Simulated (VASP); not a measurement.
Here is a VASP 6.6.1 calculation.

The input INCAR:

```
PREC = Accurate
ENCUT = 520
EDIFF = 1E-6
ISMEAR = -1
SIGMA = 0.05
LREAL = F
LASPH = T
NELM = 80
ALGO = Normal
ISIF = 2
LWAVE = F
LCHARG = F
GGA = RE
IVDW = 13
NBANDS = 17
```

File KPOINTS:

```
regular mesh
0
Gamma
  9 9 9
```

POSCAR

```
WS
1.0
    2.9701088271      0.0000000000      0.0000000000
    0.0000000000      2.9701088271      0.0000000000
    0.0000000000      0.0000000000      2.9701088271
W S
1 1
Direct
    0.5000000000      0.5000000000      0.5000000000
    0.0000000000      0.0000000000      0.0000000000
```

Potentials or basis: VASP PAW PBE potentials, release 64 (W_sv, S).

Command:

```console
$ cat potpaw_PBE.64/W_sv/POTCAR potpaw_PBE.64/S/POTCAR > POTCAR
$ mpirun -np 1 vasp_std > vasp.out
```

**Question.** What does it give for the pressure?

**Answer.** 0.3 GPa.

**Question.** Estimate the band gap on the k mesh.

**Answer.** Zero (band 10 reaches 15.24 eV, above the bottom of band 11 at 12.58 eV).

**Question.** Predict the dispersion energy per atom.

**Answer.** -1.078 eV.

Caveat: the PAW data sets were made with another functional, which shifts forces and pressure a little; spin-orbit coupling is left out, which moves the levels of the heavy elements; pairwise dispersion overbinds metals, which lowers pressure and volume.
